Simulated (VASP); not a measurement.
# CuSi16 (a cell with a defect) in VASP: further runs, part 2 of 2

VASP 6.6.1. Earlier steps stand in the parts before.

### 3 Single point, PBE+D3(BJ)

Contents of INCAR:

```
ALGO = Normal
EDIFF = 1E-7
ENCUT = 520
GGA = PE
ISIF = 2
ISMEAR = 0
IVDW = 12
LASPH = T
LCHARG = F
LREAL = Auto
LWAVE = F
NBANDS = 52
NELECT = 74.0
NELM = 60
PREC = Accurate
SIGMA = 0.02
```

Contents of KPOINTS:

```
k-points
0
Gamma
  2 2 2
```

Contents of POSCAR:

```
CuSi16
1.0
    0.0000000000      5.4300000000      5.4300000000
    5.4300000000      0.0000000000      5.4300000000
    5.4300000000      5.4300000000      0.0000000000
Si Cu
16 1
Direct
   -0.0091943831      0.0038118785     -0.0088334254
    0.1333856354      0.0888640884      0.1320206262
   -0.0048523020      0.0046095764      0.5001898711
    0.1217988950      0.1381467772      0.6155425414
    0.0107734807      0.4602777164      0.0106506446
    0.1219286372      0.6164868324      0.1222608656
   -0.0087209024      0.5126754144      0.4946674954
    0.1244593002      0.6160567219      0.6303710866
    0.5016848066      0.0042490792     -0.0052455801
    0.6154478821      0.1381392265      0.1224659300
    0.4947223757      0.0117581031      0.4953827808
    0.6187877532      0.1378069061      0.6183153775
    0.4943574586      0.5126773481     -0.0080539595
    0.6308358195      0.6161997238      0.1243244015
    0.4966848066      0.5123282689      0.4966424494
    0.6193197974      0.6382557090      0.6199422652
    0.8851021179      0.8314936464      0.8824903315
```

Potentials or basis: VASP PAW PBE potentials, release 64 (Si, Cu).

On the command line:

```sh
cat potpaw_PBE.64/Si/POTCAR potpaw_PBE.64/Cu/POTCAR > POTCAR
mpirun -np 1 vasp_std > vasp.out
```

OUTCAR:

```text
EDIFF = 1E-7
   ENCUT = 520
   GGA = PE
   ISIF = 2
   ISMEAR = 0
   IVDW = 12
   LASPH = T
   LREAL = Auto
   NELECT = 74.0
   NELM = 60
   PREC = Accurate
 IVDW          = 12

 ion  position               nearest neighbor table
   1  0.991  0.004  0.991-   2 2.32  10 2.36   4 2.36   6 2.43  17 2.44
   2  0.133  0.089  0.132-   3 2.32   9 2.32   1 2.32   5 2.33
   3  0.995  0.005  0.500-   2 2.32   4 2.36  12 2.36  17 2.42   8 2.44
   4  0.122  0.138  0.616-  11 2.34   7 2.35   3 2.36   1 2.36  17 2.96
[... 646 lines left out ...]
  Total      -7.67825    -7.88150    -7.72487    -0.25193    -0.28149     0.10961
  in kB     -38.41877   -39.43573   -38.65204    -1.26058    -1.40845     0.54846
  external pressure =      -38.84 kB  Pullay stress =        0.00 kB

 VOLUME and BASIS-vectors are now :
 -----------------------------------------------------------------------------
  energy-cutoff  :      520.00
  volume of cell :      320.21
      direct lattice vectors                 reciprocal lattice vectors
     0.000000000  5.430000000  5.430000000    -0.092081031  0.092081031  0.092081031
     5.430000000  0.000000000  5.430000000     0.092081031 -0.092081031  0.092081031
     5.430000000  5.430000000  0.000000000     0.092081031  0.092081031 -0.092081031

 POSITION                                       TOTAL-FORCE (eV/Angst)
 -----------------------------------------------------------------------------------
      5.40273     10.76211      5.40077        -0.000277      0.013540      0.004250
      1.19940      1.44116      1.20682         0.007731      0.001693      0.009261
      2.74106      8.11968      5.42868        -0.000299     -0.005232      0.000866
      4.09253      4.00376      1.41151         0.002988      0.001639     -0.002187
      2.55714      0.11633      2.55781         0.000125      0.005738      0.002462
      4.01140      1.32595      4.00960         0.005093      0.002126      0.007185
[... 9 lines left out ...]
      6.83201      6.72919      6.82863        -0.000686     -0.003866     -0.002180
      9.30693      9.59803      9.32112         0.009732     -0.001868      0.001008
 -----------------------------------------------------------------------------------
    total drift:                                0.004194      0.008830      0.007119

  FREE ENERGIE OF THE ION-ELECTRON SYSTEM (eV)
  ---------------------------------------------------
  free  energy   TOTEN  =       -99.8895192217 eV

  energy  without entropy=      -99.8895192217  energy(sigma->0) =      -99.88951922
```

OSZICAR:

```text
N       E                     dE             d eps       ncg     rms          rms(c)
DAV:   1     0.327784538130E+03    0.32778E+03   -0.27609E+04   832   0.123E+03
DAV:   2    -0.553979492697E+02   -0.38318E+03   -0.35821E+03   860   0.241E+02
DAV:   3    -0.960327535346E+02   -0.40635E+02   -0.38077E+02  1128   0.796E+01
DAV:   4    -0.979862244099E+02   -0.19535E+01   -0.19145E+01  1144   0.178E+01
[... 14 lines left out ...]
DAV:  19    -0.942201240290E+02   -0.17033E-05   -0.26893E-05  1280   0.546E-02    0.398E-03
DAV:  20    -0.942201244717E+02   -0.44269E-06   -0.74531E-07  1176   0.738E-03    0.414E-03
DAV:  21    -0.942201239602E+02    0.51154E-06   -0.52634E-07  1032   0.163E-02    0.195E-03
DAV:  22    -0.942201238288E+02    0.13140E-06   -0.16488E-07   680   0.777E-03    0.696E-04
DAV:  23    -0.942201238465E+02   -0.17722E-07   -0.14541E-07   680   0.156E-03
   1 F= -.99889519E+02 E0= -.99889519E+02  d E =-.120006E-22
```

stdout:

```text
POSCAR found type information on POSCAR SiCu
 POSCAR found :  2 types and      17 ions
 scaLAPACK will be used
 LDA part: xc-table for (Slater+PW92), standard interpolation
 POSCAR, INCAR and KPOINTS ok, starting setup
 FFT: planning ... GRIDC
 FFT: planning ... GRID_SOFT
 FFT: planning ... GRID
 WAVECAR not read
 entering main loop
 the old and the new charge density differ
 old charge density:    75.00000 new   74.00000
    0.228E+01
```

It took 5.8 min on 1 thread of Intel Xeon 6975P-C (Granite Rapids), shared host; peak memory 0.49 GiB.

Results:

* Free energy: -99.8895 eV
* Largest force: 0.018 eV/Å
* Dispersion energy per atom: -0.333 eV

Forces in eV/Å, atoms in the order of the input:
```
Si   0.000  0.014  0.004
Si   0.008  0.002  0.009
Si   0.000 -0.005  0.001
Si   0.003  0.002 -0.002
Si   0.000  0.006  0.002
Si   0.005  0.002  0.007
Si   0.000  0.002 -0.004
Si  -0.013 -0.002  0.001
Si   0.001 -0.011  0.003
Si   0.000  0.000  0.002
Si  -0.005 -0.001 -0.003
Si  -0.001 -0.001 -0.003
Si  -0.003  0.003  0.001
Si  -0.001  0.000 -0.018
Si  -0.002 -0.003  0.000
Si  -0.001 -0.004 -0.002
Cu   0.010 -0.002  0.001
```

Caveat: the k points lie up to 0.50 Å⁻¹ apart; the cell carries a net charge on a neutralising background, which shifts energy and pressure; the cell is charged against a uniform background, so pressure and absolute levels hang on convention.

### 4 Single point, PBE+D3(BJ)

Contents of INCAR:

```
  PREC = Accurate
  ENCUT = 520
  EDIFF = 1E-6
  ISMEAR = 0
  SIGMA = 0.02
  LREAL = Auto
  LASPH = True
  NELM = 60
  ALGO = Normal
  ISIF = 2
  LWAVE = False
  LCHARG = True
  GGA = PE
  IVDW = 12
  LELF = True
  LVHAR = True
  NELECT = 74.0
  NBANDS = 52
```

Contents of KPOINTS:

```
regular mesh
0
Gamma
  2 2 2
```

Contents of POSCAR:

```
CuSi16
1.0
    0.0000000000      5.4300000000      5.4300000000
    5.4300000000      0.0000000000      5.4300000000
    5.4300000000      5.4300000000      0.0000000000
Si Cu
16 1
Direct
   -0.0128408840     -0.0060493554     -0.0129863720
    0.1201351750      0.0990200737      0.1199486188
    0.0022668508      0.0067924494      0.4877154696
    0.1265978821      0.1319383978      0.6126264273
    0.0086132597      0.4703611418      0.0083882136
    0.1240498158      0.6145459484      0.1239264273
   -0.0009452118      0.5063999079      0.4965426335
    0.1308747698      0.6175283610      0.6257723757
    0.4879023941      0.0067917127      0.0021112339
    0.6127854512      0.1319147330      0.1264924494
    0.4992978821      0.0068026703      0.4991954880
    0.6214090239      0.1354944751      0.6212349908
    0.4966695212      0.5063838858     -0.0010814917
    0.6260006446      0.6175470534      0.1306102210
    0.5025520258      0.5100835175      0.5022901473
    0.6267091160      0.6329118785      0.6265684162
    0.8580906998      0.8401067219      0.8578299263
```

On the command line:

```sh
cat potpaw_PBE.64/Si/POTCAR potpaw_PBE.64/Cu/POTCAR > POTCAR
mpirun -np 1 vasp_std > vasp.out
```

It took 4.5 min on 1 thread of Intel Xeon 6975P-C (Granite Rapids), shared host; peak memory 0.5 GiB.

The run converged. Its results:

| Quantity | Value |
| --- | --- |
| Free energy | -99.8917 eV |
| Largest force | 0.016 eV/Å |
| Dispersion energy per atom | -0.334 eV |

Forces in eV/Å, atoms in the order of the input:
```
Si   0.000  0.002  0.001
Si   0.002 -0.005  0.003
Si  -0.005 -0.012  0.009
Si  -0.001  0.004 -0.004
Si  -0.002  0.001 -0.002
Si   0.002  0.001  0.002
Si  -0.002  0.003  0.003
Si  -0.007  0.005  0.002
Si   0.008 -0.011 -0.004
Si  -0.004  0.004 -0.001
Si   0.001 -0.001  0.001
Si   0.003 -0.002  0.001
Si   0.002  0.004 -0.001
Si   0.002  0.005 -0.008
Si   0.002  0.006  0.002
Si   0.004  0.008  0.004
Cu  -0.006 -0.013 -0.008
```

Levels at points of the mesh, in eV from the Fermi level:
```csv
k point,band 35,band 36,band 37,band 38,band 39,band 40
"(0.00, 0.00, 0.00)",-0.63,-0.19,-0.09,0.10,0.48,0.60
"(0.50, 0.00, 0.00)",-0.86,-0.83,-0.72,0.56,1.13,1.29
"(0.00, 0.50, 0.00)",-0.87,-0.81,-0.78,0.48,1.20,1.29
"(0.00, 0.00, 0.50)",-0.86,-0.83,-0.72,0.56,1.13,1.29
"(0.50, 0.50, 0.50)",-0.87,-0.68,-0.53,0.53,1.03,1.32
"(0.50, 0.50, 0.00)",-1.44,-1.42,-1.02,0.66,1.03,1.98
"(0.00, 0.50, 0.50)",-1.44,-1.42,-1.02,0.66,1.03,1.98
"(0.50, 0.00, 0.50)",-1.49,-1.41,-1.06,0.68,1.02,1.99
```

Caveat: the k points lie up to 0.50 Å⁻¹ apart; the cell carries a net charge on a neutralising background, which shifts energy and pressure; the cell is charged against a uniform background, so pressure and absolute levels hang on convention.

### 5 Single point, PBE+D3(BJ)

Contents of INCAR:

```
ALGO = Normal
EDIFF = 1E-7
ENCUT = 520
GGA = PE
ISIF = 2
ISMEAR = 0
IVDW = 12
LASPH = T
LCHARG = F
LREAL = Auto
LWAVE = F
NBANDS = 52
NELECT = 74.0
NELM = 60
PREC = Accurate
SIGMA = 0.02
```

Contents of KPOINTS:

```
k-points
0
Gamma
  2 2 2
```

Contents of POSCAR:

```
CuSi16
1.0
    0.0000000000      5.4300000000      5.4300000000
    5.4300000000      0.0000000000      5.4300000000
    5.4300000000      5.4300000000      0.0000000000
Si Cu
16 1
Direct
   -0.0145031308     -0.0124694291     -0.0140267035
    0.1144867403      0.1040036832      0.1124296501
    0.0035098527      0.0091050645      0.4807759669
    0.1264997238      0.1265446593      0.6133715470
    0.0070348066      0.4752631676      0.0080261510
    0.1257497238      0.6129060773      0.1250219153
    0.0064036832      0.5003806630      0.4974898711
    0.1369470534      0.6173813076      0.6215656538
    0.4822797422      0.0080193370      0.0032591160
    0.6130998158      0.1270847145      0.1263813996
    0.4987483425      0.0076689687      0.4989643646
    0.6187701657      0.1413556169      0.6173696133
    0.4979209945      0.5009674033      0.0063324125
    0.6219363720      0.6165304788      0.1384406077
    0.5066582873      0.5140706262      0.5086947514
    0.6337905157      0.6336043278      0.6333350829
    0.8344831492      0.8308927256      0.8338056169
```

On the command line:

```sh
cat potpaw_PBE.64/Si/POTCAR potpaw_PBE.64/Cu/POTCAR > POTCAR
mpirun -np 1 vasp_std > vasp.out
```

Wall time 5 min (1 thread of Intel Xeon 6975P-C (Granite Rapids), shared host); peak memory 0.49 GiB.

Results (log left out):

```
Free energy                : -99.8796 eV
Largest force              : 0.095 eV/Å
Dispersion energy per atom : -0.334 eV
```

Forces in eV/Å, atoms in the order of the input:
```
Si  -0.002 -0.001  0.001
Si  -0.002  0.002 -0.004
Si  -0.007 -0.008 -0.001
Si  -0.001 -0.002  0.002
Si  -0.013  0.006 -0.010
Si  -0.003 -0.001 -0.005
Si   0.003 -0.004 -0.003
Si  -0.004 -0.001  0.001
Si   0.007 -0.015 -0.010
Si  -0.004 -0.002 -0.001
Si  -0.001 -0.004  0.000
Si  -0.002  0.001 -0.004
Si  -0.002 -0.003 -0.003
Si  -0.002 -0.002  0.001
Si  -0.010 -0.010 -0.007
Si  -0.009 -0.013 -0.012
Cu   0.052  0.058  0.055
```

Levels at points of the mesh, in eV from the Fermi level:
| k point | band 35 | band 36 | band 37 | band 38 | band 39 | band 40 |
| --- | --- | --- | --- | --- | --- | --- |
| (0.00, 0.00, 0.00) | -0.60 | -0.22 | -0.06 | 0.06 | 0.22 | 0.55 |
| (0.50, 0.00, 0.00) | -0.95 | -0.92 | -0.75 | 0.58 | 1.06 | 1.15 |
| (0.00, 0.50, 0.00) | -0.97 | -0.94 | -0.81 | 0.54 | 1.07 | 1.13 |
| (0.00, 0.00, 0.50) | -0.95 | -0.92 | -0.76 | 0.58 | 1.06 | 1.15 |
| (0.50, 0.50, 0.50) | -0.92 | -0.63 | -0.50 | 0.53 | 0.97 | 1.37 |
| (0.50, 0.50, 0.00) | -1.54 | -1.47 | -1.16 | 0.66 | 0.89 | 1.88 |
| (0.00, 0.50, 0.50) | -1.54 | -1.47 | -1.16 | 0.66 | 0.89 | 1.87 |
| (0.50, 0.00, 0.50) | -1.52 | -1.45 | -1.20 | 0.67 | 0.89 | 1.89 |

Caveat: the k points lie up to 0.50 Å⁻¹ apart; the cell carries a net charge on a neutralising background, which shifts energy and pressure; the cell is charged against a uniform background, so pressure and absolute levels hang on convention.

### 6 Single point, PBE+D3(BJ)

Contents of INCAR:

```
SYSTEM = CuSi16
PREC     = Accurate       ! precision mode
ENCUT    = 520            ! plane-wave cutoff, eV
EDIFF    = 1E-6           ! SCF threshold, eV
ISMEAR   = 0              ! smearing method
SIGMA    = 0.02           ! smearing width, eV
LREAL    = Auto         
LASPH    = .True.         ! aspherical terms in the spheres
NELM     = 100            ! most SCF steps
ALGO     = Normal         ! electronic algorithm
ISIF     = 2              ! what is computed and relaxed
LWAVE    = .False.        ! write WAVECAR
LCHARG   = .True.         ! write CHGCAR
GGA      = PE             ! functional
IVDW     = 12             ! dispersion correction
LELF     = .True.         ! ELF
LVHAR    = .True.       
NELECT   = 74.0         
NBANDS   = 52             ! bands
```

Contents of KPOINTS:

```
regular mesh
0
Gamma
  2 2 2
  0 0 0
```

Contents of POSCAR:

```
CuSi16
1.0
    0.0000000000      5.4300000000      5.4300000000
    5.4300000000      0.0000000000      5.4300000000
    5.4300000000      5.4300000000      0.0000000000
Si Cu
16 1
Direct
   -0.0101493554     -0.0100937385     -0.0100268877
    0.1167240331      0.1095080110      0.1147542357
    0.0011235727      0.0066206262      0.4850832413
    0.1253158379      0.1221841621      0.6170403315
    0.0043650092      0.4823815838      0.0053429098
    0.1244031308      0.6158552486      0.1239860037
    0.0102944751      0.4961014733      0.4965627993
    0.1410583794      0.6151935543      0.6197935543
    0.4866063536      0.0058739411      0.0012002762
    0.6172391344      0.1226698895      0.1254302947
    0.4975263352      0.0105626151      0.4978847145
    0.6160842541      0.1483144567      0.6150199816
    0.4967036832      0.4965523020      0.0098421731
    0.6197763352      0.6143210866      0.1421087477
    0.5088321363      0.5195686004      0.5103630755
    0.6377837017      0.6357534991      0.6371627072
    0.7874237569      0.7914143646      0.7877920810
```

Potentials or basis: VASP PAW PBE potentials, release 64 (Si, Cu).

On the command line:

```sh
cat potpaw_PBE.64/Si/POTCAR potpaw_PBE.64/Cu/POTCAR > POTCAR
mpirun -np 1 vasp_std > vasp.out
```

It took 5 min on 1 thread of Intel Xeon 6975P-C (Granite Rapids), shared host; peak memory 0.49 GiB.

The run converged. Its results:

- Free energy: -99.8823 eV
- Largest force: 0.089 eV/Å
- Dispersion energy per atom: -0.334 eV

Forces in eV/Å, atoms in the order of the input:
```
Si   0.007  0.010  0.009
Si   0.013  0.010  0.007
Si   0.001  0.005 -0.002
Si   0.003  0.003 -0.001
Si   0.000  0.000  0.004
Si   0.003  0.001  0.000
Si   0.003  0.001  0.001
Si  -0.002  0.011  0.009
Si   0.005  0.000  0.000
Si  -0.007  0.004  0.003
Si   0.003 -0.001  0.005
Si   0.012 -0.001  0.009
Si   0.000  0.003 -0.004
Si   0.007  0.006  0.002
Si  -0.001 -0.001  0.005
Si   0.003  0.001  0.000
Cu  -0.049 -0.054 -0.050
```

Levels at points of the mesh, in eV from the Fermi level:
```csv
k point,band 35,band 36,band 37,band 38,band 39,band 40
"(0.00, 0.00, 0.00)",-0.60,-0.22,-0.06,0.06,0.24,0.55
"(0.50, 0.00, 0.00)",-0.94,-0.91,-0.76,0.58,1.07,1.16
"(0.00, 0.50, 0.00)",-0.96,-0.93,-0.81,0.54,1.08,1.14
"(0.00, 0.00, 0.50)",-0.95,-0.91,-0.76,0.57,1.07,1.16
"(0.50, 0.50, 0.50)",-0.92,-0.63,-0.51,0.52,0.97,1.36
"(0.50, 0.50, 0.00)",-1.54,-1.46,-1.16,0.66,0.90,1.88
"(0.00, 0.50, 0.50)",-1.54,-1.47,-1.15,0.66,0.90,1.88
"(0.50, 0.00, 0.50)",-1.52,-1.45,-1.20,0.67,0.90,1.89
```

Caveat: the k points lie up to 0.50 Å⁻¹ apart; the cell carries a net charge on a neutralising background, which shifts energy and pressure; the cell is charged against a uniform background, so pressure and absolute levels hang on convention.
